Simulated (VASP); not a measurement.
Set up this calculation in VASP 6.6.1, as the native input.

* Task: single point
* Functional: PBEsol
* Potentials or basis: VASP PAW PBE potentials, release 64 (N)
* Cutoff: 520 eV
* k mesh: 5 × 5 × 5
* Occupations: fermi-dirac, width 0.05 eV
* Spin: no spin polarisation
* Dipole correction: no
* Further INCAR settings: ALGO = Normal; EDIFF = 1e-06; NBANDS = 30

The structure of N lies in POSCAR:

```
N
1.0
    6.0663036373      0.0000000000      0.0000000000
    0.0000000000      6.0663036373      0.0000000000
    0.0000000000      0.0000000000      6.0663036373
N
8
Direct
    0.0523720384      0.4476279616      0.5523720384
    0.4476279616      0.5523720384      0.0523720384
    0.5523720384      0.0523720384      0.4476279616
    0.9476279616      0.9476279616      0.9476279616
    0.9477119577      0.5522880423      0.4477119577
    0.5522880423      0.4477119577      0.9477119577
    0.4477119577      0.9477119577      0.5522880423
    0.0522880423      0.0522880423      0.0522880423
```

One way to write it, as run:

INCAR

```
ALGO     = Normal         # electronic algorithm
EDIFF    = 1E-6           # SCF threshold, eV
ENCUT    = 520            # plane-wave cutoff, eV
GGA      = PS             # functional
ISIF     = 2              # what is computed and relaxed
ISMEAR   = -1             # smearing method
LASPH    = T              # aspherical terms in the spheres
LCHARG   = F              # write CHGCAR
LREAL    = F              # projectors in reciprocal space
LWAVE    = F              # write WAVECAR
NBANDS   = 30             # bands
NELM     = 80             # most SCF steps
PREC     = Accurate       # precision mode
SIGMA    = 0.05           # smearing width, eV
```

KPOINTS

```
k-points
0
Gamma
  5 5 5
```

Potentials or basis: VASP PAW PBE potentials, release 64 (N).

Run with:

```bash
$ cat potpaw_PBE.64/N/POTCAR > POTCAR
$ mpirun -np 1 vasp_std > vasp.out
```

Results of the run:

```yaml
Pressure: 1.8 GPa
Largest_force: 1.875 eV/Å
Band_gap_on_the_k_mesh: 7.61 eV, indirect (least direct gap 7.62 eV)
```

Caveat: the standard files for N, O and F lose accuracy on very short bonds; the PAW data sets were made with another functional, which shifts forces and pressure a little.

It took 52 s on 1 thread of Intel(R) Xeon(R) Platinum 8488C (Sapphire Rapids), on a shared host, peak memory 0.32 GiB.
